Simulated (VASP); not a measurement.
Here is a VASP 6.6.1 calculation.

INCAR

```
PREC = Accurate
ENCUT = 520
EDIFF = 1E-7
ISMEAR = 0
SIGMA = 0.1
LREAL = False
LASPH = True
NELM = 60
ALGO = Normal
ISIF = 2
LWAVE = False
LCHARG = False
GGA = PE
NBANDS = 21
```

KPOINTS

```
regular mesh
0
Gamma
  12 12 12
```

File POSCAR:

```
Si3Ge
1.0
    2.4754855378      1.4292222416      4.3151081973
   -2.4754855378      1.4292222416      4.3151081973
    0.0000000000     -2.8584444832      4.3151081973
Si Ge
3 1
Direct
    0.0000000000      0.0000000000      0.5000000000
    0.5000000000      0.0000000000      0.0000000000
    0.0000000000      0.5000000000      0.0000000000
    0.0000000000      0.0000000000      0.0000000000
```

Potentials or basis: VASP PAW PBE potentials, release 64 (Si, Ge_d).

Run with:

```bash
$ cat potpaw_PBE.64/Si/POTCAR potpaw_PBE.64/Ge_d/POTCAR > POTCAR
$ mpirun -np 1 vasp_std > vasp.out
```

**Question.** Predict the band gap on the k mesh.

**Answer.** Zero (band 13 reaches 5.96 eV, above the bottom of band 14 at 3.88 eV).

**Question.** Predict the pressure.

**Answer.** 0.0 GPa.
